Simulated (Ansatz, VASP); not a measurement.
**TaN in VASP and in Ansatz**

```
Ta N
1.0
    -1.55917    1.55917    5.27395
     1.55917   -1.55917    5.27395
     1.55917    1.55917   -5.27395
Ta N
2 2
Direct
  0.74890 0.74890 0.00000
  0.49890 0.99890 0.50000
  0.16710 0.16710 0.00000
  0.91710 0.41710 0.50000
```

Alike in both runs: task single point; functional PBE; k mesh 8 × 8 × 8; occupations gaussian, width 0.1 eV; no spin polarisation.

```csv
,VASP,Ansatz
version,VASP 6.6.1,Ansatz 0.2.0
potentials or method,"VASP PAW PBE potentials, release 64 (Ta_pv, N), cutoff 520 eV","scalar-relativistic, plane waves, PAW"
valence electrons in the cell,32,36
```

|  | VASP | Ansatz | Ansatz less VASP |
| --- | --- | --- | --- |
| gap on the k mesh at the Fermi level (eV) | 0.73 | 0.73 | +0.007 |
| least direct gap on the mesh (eV) | 0.73 | 0.73 | +0.007 |
| rms of the force components (eV/Å) | 0.010 | 0.012 | +0.0010 |

Atom by atom the forces differ by 0.001 eV/Å (rms over components). VASP's potentials hold 32 valence electrons a cell and Ansatz's 36, so a difference there can come from the potentials and not from the codes.

Neither program's run includes spin-orbit coupling.
